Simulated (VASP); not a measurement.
# Ca8CO in VASP: a series of runs

Ca8CO is run at these levels: PBE; tasks: single point.

All numbers are computed with VASP 6.6.1; they aren't measurements. Logs are shortened: lines on timing, memory, paths and dates and some standing lists are left out, and cuts for length are marked.

### 1 The cell of the first run

The cell holds a slab with vacuum, 10 atoms: a = 7.813 Å, b = 7.813 Å, c = 20.609 Å, α = 90.00°, β = 90.00°, γ = 90.00°.

### 2 Single point, PBE

The input, INCAR:

```
SYSTEM = Ca8CO
ALGO = Normal ; DIPOL = 0.5 0.5 0.295
EDIFF = 1E-7 ; ENCUT = 520
GGA = PE ; IDIPOL = 3
ISIF = 2 ; ISMEAR = 0
LASPH = .TRUE. ; LCHARG = .TRUE.
LDIPOL = .TRUE. ; LELF = .TRUE.
LREAL = .FALSE. ; LVACPOTAV = .TRUE.
LVHAR = .TRUE. ; LWAVE = .FALSE.
NBANDS = 56 ; NELM = 80
PREC = Accurate ; SIGMA = 0.1
```

The input, KPOINTS:

```
k-points
0
G
  4 4 1
  0 0 0
```

The input, POSCAR:

```
Ca8CO
1.0
    7.8132359319      0.0000000000      0.0000000000
    0.0000000000      7.8132359319      0.0000000000
    0.0000000000      0.0000000000     20.6093934330
Ca C O
8 1 1
Direct
    0.2500000000      0.2500000000      0.1940862555
    0.2500000000      0.7500000000      0.1940862555
    0.7500000000      0.2500000000      0.1940862555
    0.7500000000      0.7500000000      0.1940862555
    0.0000000000      0.0000000000      0.3206981057
    0.0000000000      0.5000000000      0.3206981057
    0.5000000000      0.0000000000      0.3206981057
    0.5000000000      0.5000000000      0.3206981057
    0.1770468721      0.7500000000      0.4468541718
    0.3229531279      0.7500000000      0.4468541718
```

Potentials or basis: VASP PAW PBE potentials, release 64 (Ca_sv, C, O).

Run with:

```
$ cat potpaw_PBE.64/Ca_sv/POTCAR potpaw_PBE.64/C/POTCAR potpaw_PBE.64/O/POTCAR > POTCAR
$ mpirun -np 1 vasp_std > vasp.out
```

OUTCAR:

```text
SYSTEM = Ca8CO
   EDIFF = 1E-7
   ENCUT = 520
   GGA = PE
   ISIF = 2
   ISMEAR = 0
   LASPH = .TRUE.
   LREAL = .FALSE.
   NELM = 80
   PREC = Accurate

 ion  position               nearest neighbor table
   1  0.250  0.250  0.194-
   2  0.250  0.750  0.194-
   3  0.750  0.250  0.194-
   4  0.750  0.750  0.194-
   5  0.000  0.000  0.321-
   6  0.000  0.500  0.321-
   7  0.500  0.000  0.321-
   8  0.500  0.500  0.321-
   9  0.177  0.750  0.447-  10 1.14
  10  0.323  0.750  0.447-   9 1.14

  LATTYP: Found a simple tetragonal cell.
 ALAT       =     7.8132359319
 C/A-ratio  =     2.6377538849

  Lattice vectors:

 A1 = (   7.8132359319,   0.0000000000,   0.0000000000)
 A2 = (   0.0000000000,   7.8132359319,   0.0000000000)
 A3 = (   0.0000000000,   0.0000000000,  20.6093934330)

Analysis of symmetry for initial positions (statically):
=====================================================================
 Subroutine PRICEL returns:
 Original cell was already a primitive cell.

 Routine SETGRP: Setting up the symmetry group for a
 simple tetragonal supercell.

 Subroutine GETGRP returns: Found  2 space group operations
 (whereof  1 operations were pure point group operations)
 out of a pool of 16 trial point group operations.

The static configuration has the point symmetry C_1 .
 The point group associated with its full space group is C_1h.

Analysis of symmetry for dynamics (positions and initial velocities):
=====================================================================
 Subroutine PRICEL returns:
 Original cell was already a primitive cell.

 Routine SETGRP: Setting up the symmetry group for a
 simple tetragonal supercell.

 Subroutine GETGRP returns: Found  2 space group operations
 (whereof  1 operations were pure point group operations)
 out of a pool of 16 trial point group operations.

The dynamic configuration has the point symmetry C_1 .
 The point group associated with its full space group is C_1h.

 Subroutine INISYM returns: Found  2 space group operations
 (whereof  1 operations are pure point group operations),
 and found     1 'primitive' translations

----------------------------------------------------------------------------------------

                                     Primitive cell

  volume of cell :    1258.1345

  direct lattice vectors                    reciprocal lattice vectors
     7.813235932  0.000000000  0.000000000     0.127987944  0.000000000  0.000000000
     0.000000000  7.813235932  0.000000000     0.000000000  0.127987944  0.000000000
     0.000000000  0.000000000 20.609393433     0.000000000  0.000000000  0.048521564

  length of vectors
     7.813235932  7.813235932 20.609393433     0.127987944  0.127987944  0.048521564

  position of ions in fractional coordinates (direct lattice)
     0.250000000  0.250000000  0.194086255
     0.250000000  0.750000000  0.194086255
     0.750000000  0.250000000  0.194086255
     0.750000000  0.750000000  0.194086255
     0.000000000  0.000000000  0.320698106
     0.000000000  0.500000000  0.320698106
     0.500000000  0.000000000  0.320698106
     0.500000000  0.500000000  0.320698106
     0.177046872  0.750000000  0.446854172
     0.322953128  0.750000000  0.446854172

  ion indices of the primitive-cell ions
   primitive index   ion index
                 1           1
                 2           2
                 3           3
                 4           4
                 5           5
                 6           6
                 7           7
                 8           8
                 9           9
                10          10

----------------------------------------------------------------------------------------

 KPOINTS: k-points

Automatic generation of k-mesh.
 Grid dimensions read from file:
 generate k-points for:    4    4    1

 Generating k-lattice:

  Cartesian coordinates                     Fractional coordinates (reciprocal lattice)
     0.031996986  0.000000000  0.000000000     0.250000000  0.000000000  0.000000000
     0.000000000  0.031996986  0.000000000     0.000000000  0.250000000  0.000000000
     0.000000000  0.000000000  0.048521564     0.000000000  0.000000000  1.000000000

  Length of vectors
     0.031996986  0.031996986  0.048521564

  Shift w.r.t. Gamma in fractional coordinates (k-lattice)
     0.000000000  0.000000000  0.000000000

 Subroutine IBZKPT returns following result:
 ===========================================

 Found      9 irreducible k-points:

 Following reciprocal coordinates:
            Coordinates               Weight
  0.000000  0.000000  0.000000      1.000000
  0.250000  0.000000  0.000000      2.000000
  0.000000  0.250000  0.000000      2.000000
  0.500000  0.000000  0.000000      1.000000
  0.000000  0.500000  0.000000      1.000000
  0.250000  0.250000  0.000000      4.000000
  0.500000  0.250000  0.000000      2.000000
 -0.250000  0.500000  0.000000      2.000000
  0.500000  0.500000  0.000000      1.000000
   k-points           NKPTS =      9   k-points in BZ     NKDIM =      9   number of bands    NBANDS=     56
   number of dos      NEDOS =    301   number of ions     NIONS =     10
   total plane-waves  NPLWV = 576000
   dimension x,y,z NGX =    60 NGY =   60 NGZ =  160
   dimension x,y,z NGXF=   120 NGYF=  120 NGZF=  320
   ions per type =               8   1   1
   NGX,Y,Z   is equivalent  to a cutoff of  12.77, 12.77, 12.91 a.u.
   NGXF,Y,Z  is equivalent  to a cutoff of  25.53, 25.53, 25.81 a.u.
 SYSTEM =  Ca8CO
   PREC   = accura    normal or accurate (medium, high low for compatibility)
   ISTART =      0    job   : 0-new  1-cont  2-samecut
   ICHARG =      2    charge: 1-file 2-atom 10-const
   ISPIN  =      1    spin polarized calculation?
   LNONCOLLINEAR =      F non collinear calculations
   LSORBIT =      F    spin-orbit coupling
   LASPH  =      T    aspherical Exc in radial PAW
   ENCUT  =  520.0 eV  38.22 Ry    6.18 a.u.  14.53 14.53 38.32*2*pi/ulx,y,z
   NELM   =     80;   NELMIN=  2; NELMDL= -5     # of ELM steps
   EDIFF  = 0.1E-06   stopping-criterion for ELM
   LREAL  =      F    real-space projection
   EDIFFG = 0.1E-05   stopping-criterion for IOM
   NSW    =      0    number of steps for IOM
   IBRION =     -1    ionic relax: 0-MD 1-quasi-New 2-CG
   NFREE  =      0    steps in history (QN), initial steepest desc. (CG)
   ISIF   =      2    stress and relaxation
   ISYM   =      2    0-nonsym 1-usesym 2-fastsym
   POTIM  = 0.5000    time-step for ionic-motion
   TEBEG  =    0.0;   TEEND  =   0.0 temperature during run
   PSTRESS=    0.0 pullay stress
   NELECT =      90.0000    total number of electrons
   NUPDOWN=      -1.0000    fix difference up-down
   EMIN   =  10.00;   EMAX   =-10.00  energy-range for DOS
   EFERMI =   0.00;   METHOD = LEGACY
   ISMEAR =     0;   SIGMA  =   0.10  broadening in eV -4-tet -1-fermi 0-gaus
   EFERMI_NEDOS =   21; number of points for ismear=-14 and -15
   IALGO  =     38    algorithm
   IMIX   =      4    mixing-type and parameters
     AMIX     =   0.40;   BMIX     =  1.00
     AMIX_MAG =   1.60;   BMIX_MAG =  1.00
  volume/ion in A,a.u.               =     125.81       849.03
  Fermi-wavevector in a.u.,A,eV,Ry     =   0.679589  1.284238  6.283740  0.461842
  Thomas-Fermi vector in A             =   1.757831
   LORBIT       =      0    0 simple, 1 ext, 2 COOP (PROOUT), +10 PAW based schemes
   GGA     = PE    functional components
   LHFCALC =     F    Hartree Fock is set to
   AEXX    =    0.0000 exact exchange contribution
   IVDW    =     0    specifies the selected vdW correction
   LEPSILON=     F    determine dielectric tensor
   LRPA    =     F    only Hartree local field effects (RPA)
 non-spin polarized calculation
 Gauss-broadening in eV      SIGMA  =   0.10
  energy-cutoff  :      520.00
  volume of cell :     1258.13
 maximum number of plane-waves:     33903
 NGX is ok and might be reduce to    60
   NGX = 29   NGY = 29   NGZ = 77

 dipolmoment           0.000000      0.000000     -0.021670 electrons x Angstroem

 number of electron      90.0000023 magnetization

 dipolmoment           0.000000      0.000000      0.031193 electrons x Angstroem

 Free energy of the ion-electron system (eV)
  ---------------------------------------------------
  ext. energy  EPLUGINS =         0.00000000
  ---------------------------------------------------
  free energy    TOTEN  =       -26.82837075 eV

  energy without entropy =      -26.74992555  energy(sigma->0) =      -26.78914815

 E-fermi :  -1.2465     XC(G=0):  -3.0562

 val. band max:       -1.2580224119   @ k =   0.2500   0.2500   0.0000
 cond. band min:      -1.2393877816   @ k =  -0.2500   0.5000   0.0000
 fundamental gap:      0.0186346303
 Fermi energy:        -1.2465369375

 k-point     1 :       0.0000    0.0000    0.0000
  band No.  band energies     occupation
      1     -43.7319      2.00000
      2     -43.7267      2.00000
      3     -43.7072      2.00000
      4     -43.7027      2.00000
      5     -43.6945      2.00000
      6     -43.6892      2.00000
[... 48 lines left out ...]
     55      -0.4743      0.00000
     56      -0.1671      0.00000

 k-point     2 :       0.2500    0.0000    0.0000
  band No.  band energies     occupation
      1     -43.7318      2.00000
      2     -43.7267      2.00000
      3     -43.7067      2.00000
      4     -43.7033      2.00000
      5     -43.6940      2.00000
      6     -43.6897      2.00000
[... 48 lines left out ...]
     55      -0.4145      0.00000
     56      -0.1377      0.00000
[... 352 lines left out ...]
     55      -0.2796      0.00000
     56      -0.1466      0.00000

 k-point     9 :       0.5000    0.5000    0.0000
  band No.  band energies     occupation
      1     -43.7292      2.00000
      2     -43.7291      2.00000
      3     -43.7055      2.00000
      4     -43.7038      2.00000
      5     -43.6937      2.00000
      6     -43.6908      2.00000
[... 48 lines left out ...]
     55      -0.3476      0.00000
     56      -0.3085      0.00000

------------------------ aborting loop because EDIFF is reached ----------------------------------------

  FORCE on cell =-STRESS in cart. coord.  units (eV):
  Direction    XX          YY          ZZ          XY          YZ          ZX
  --------------------------------------------------------------------------------------
  -------------------------------------------------------------------------------------
  Total        0.9599293     -2.3071311      0.1862772      0.0000000      0.0000000      0.2466850
  in kB        1.2224264     -2.9380269      0.2372156      0.0000000      0.0000000      0.3141421
  external PRESSURE =      -0.4927950 kB  Pullay stress =       0.0000000 kB

 VOLUME and BASIS-vectors are now :
 -----------------------------------------------------------------------------
  energy-cutoff  :      520.00
  volume of cell :     1258.13
      direct lattice vectors                 reciprocal lattice vectors
     7.813235932  0.000000000  0.000000000     0.127987944  0.000000000  0.000000000
     0.000000000  7.813235932  0.000000000     0.000000000  0.127987944  0.000000000
     0.000000000  0.000000000 20.609393433     0.000000000  0.000000000  0.048521564

 POSITION                                       TOTAL-FORCE (eV/Angst)
 -----------------------------------------------------------------------------------
      1.95331      1.95331      4.00000        -0.003896      0.000000     -0.009913
      1.95331      5.85993      4.00000        -0.004615      0.000000     -0.051952
      5.85993      1.95331      4.00000        -0.002498      0.000000     -0.010370
      5.85993      5.85993      4.00000        -0.005125      0.000000     -0.022688
      0.00000      0.00000      6.60939        -0.034565     -0.041793      0.061028
      0.00000      3.90662      6.60939        -0.034565      0.041793      0.061028
      3.90662      0.00000      6.60939         0.002625      0.026799     -0.021917
      3.90662      3.90662      6.60939         0.002625     -0.026799     -0.021917
      1.38331      5.85993      9.20939        -2.484344      0.000000     -0.342125
      2.52331      5.85993      9.20939         2.564358      0.000000      0.358825
 -----------------------------------------------------------------------------------
    total drift:                                0.001180      0.000000      0.000246

  FREE ENERGIE OF THE ION-ELECTRON SYSTEM (eV)
  ---------------------------------------------------
  free  energy   TOTEN  =       -26.8283707539 eV

  energy  without entropy=      -26.7499255461  energy(sigma->0) =      -26.78914815

 vacuum level on the upper side and lower side of the slab         1.572         1.479
```

Wall time 31 min (1 thread of Intel Xeon Platinum 8488C (Sapphire Rapids), shared host); peak memory 1.3 GiB.

Results:

| Quantity | Value |
| --- | --- |
| Free energy | -26.8284 eV |
| Largest force | 2.589 eV/Å |
| Band gap on the k mesh | zero (bands 45 and 46 overlap by 0.11 eV) |

Forces on the atoms (eV/Å):
```
Ca  -0.004  0.000 -0.010
Ca  -0.005  0.000 -0.052
Ca  -0.002  0.000 -0.010
Ca  -0.005  0.000 -0.023
Ca  -0.035 -0.042  0.061
Ca  -0.035  0.042  0.061
Ca   0.003  0.027 -0.022
Ca   0.003 -0.027 -0.022
C   -2.484  0.000 -0.342
O    2.564  0.000  0.359
```

(Continued in part 2 of 2.)

The gap in the log of VASP goes by the Fermi energy; the results here count the filled bands.